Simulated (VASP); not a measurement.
Set up this calculation in VASP 6.6.1, as the native input.

| Item | Value |
| --- | --- |
| Task | single point |
| Functional | PBE |
| Dispersion | D3(BJ) |
| Potentials or basis | VASP PAW PBE potentials, release 64 (Te) |
| Cutoff | 520 eV |
| k mesh | 12 × 12 × 8 |
| Occupations | gaussian, width 0.1 eV |
| Spin | no spin polarisation |
| Dipole correction | no |
| Further INCAR settings | ALGO = Normal; EDIFF = 1e-06; NBANDS = 16 |

The structure of Te lies in POSCAR:

```
Te
1.0
    4.2536008038      0.0000000000      0.0000000000
   -2.1268004019      3.6837263536      0.0000000000
    0.0000000000      0.0000000000      5.9628243714
Te
3
Direct
    0.2896675605      0.0000000000      0.3333333333
    0.0000000000      0.2896675605      0.6666666667
    0.7103324395      0.7103324395      0.0000000000
```

One way to write it, as run:

INCAR

```
SYSTEM = Te
  PREC = Accurate
  ENCUT = 520
  EDIFF = 1E-6
  ISMEAR = 0
  SIGMA = 0.1
  LREAL = .False.
  LASPH = .True.
  NELM = 60
  ALGO = Normal
  ISIF = 2
  LWAVE = .False.
  LCHARG = .False.
  GGA = PE
  IVDW = 12
  NBANDS = 16
```

KPOINTS

```
Automatic mesh
0
Gamma
  12 12 8
  0 0 0
```

Potentials or basis: VASP PAW PBE potentials, release 64 (Te).

Launch:

```bash
$ cat potpaw_PBE.64/Te/POTCAR > POTCAR
$ mpirun -np 1 vasp_std > vasp.out
```

Results of the run:

| Item | Value |
| --- | --- |
| Pressure | 1.1 GPa |
| Largest force | 0.018 eV/Å |
| Band gap on the k mesh | zero (filled and empty bands touch) |
| Dispersion energy per atom | -0.471 eV |

Caveat: spin-orbit coupling is left out, which moves the levels of the heavy elements.

Wall time 2.3 min on 1 thread of Intel(R) Xeon(R) 6975P-C (Granite Rapids), on a shared host, peak memory 0.31 GiB.
